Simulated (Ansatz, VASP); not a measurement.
# Cs in VASP and in Ansatz

```
CELL_PARAMETERS angstrom
-2.88408 2.88408 2.88408
2.88408 -2.88408 2.88408
2.88408 2.88408 -2.88408
ATOMIC_POSITIONS crystal
Cs 0.00000 0.00000 0.00000
```

Alike in both runs: task single point; functional LDA; k mesh 8 × 8 × 8; occupations fermi-dirac, width 0.2 eV; no spin polarisation.

```csv
,VASP,Ansatz
version,VASP 6.6.1,Ansatz 0.2.0
potentials or method,"VASP PAW LDA potentials, release 64 (Cs_sv), cutoff 520 eV","plane waves (420 eV) with PAW, scalar-relativistic"
valence electrons in the cell,9,9
```

|  | VASP | Ansatz | Ansatz less VASP |
| --- | --- | --- | --- |
| pressure (GPa) | 0.0 | 0.0 | +0.01 |

Ansatz warns that its potentials were made for another functional, while VASP's fit it. LDA's correlation is that of Perdew and Zunger in VASP and of Perdew and Wang (1992) in Ansatz.

Spin-orbit coupling is off throughout.
